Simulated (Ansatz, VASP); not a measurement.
## One calculation of AlSiN, two programs

```
CELL_PARAMETERS angstrom
3.05504 0.00000 0.00000
-1.52752 2.64574 0.00000
0.00000 0.00000 6.88549
ATOMIC_POSITIONS crystal
Al 0.66667 0.33333 0.50000
Si 0.00000 0.00000 0.00000
N 0.33333 0.66667 0.50000
```

Change from the starting cell: species swapped into the CeCuSi type (P-6m2, No. 187).

Alike in both runs: functional PBE; k mesh 18 × 18 × 8; occupations gaussian, width 0.1 eV; no spin polarisation.

Ansatz relaxed the structure, and its values are those at the end. VASP's run is a single point on that final structure, the one shown.

|  | VASP | Ansatz |
| --- | --- | --- |
| version | VASP 6.6.1 | Ansatz 0.2.0 |
| potentials or method | VASP PAW PBE potentials, release 64 (Al, Si, N), cutoff 600 eV | scalar-relativistic, plane waves, PAW |
| valence electrons in the cell | 12 | 12 |

VASP gave:

```
gap on the k mesh at the Fermi level (eV) : none
pressure (GPa)                            : -0.1
```

**Question.** What did Ansatz give for the same quantities?

**Answer.** gap on the k mesh at the Fermi level (eV): none; pressure (GPa): 0.0.

A gap of «none» marks a metal or a gap that the smearing closes. The functional is the same, so the differences come from potentials, cutoffs and numerics.
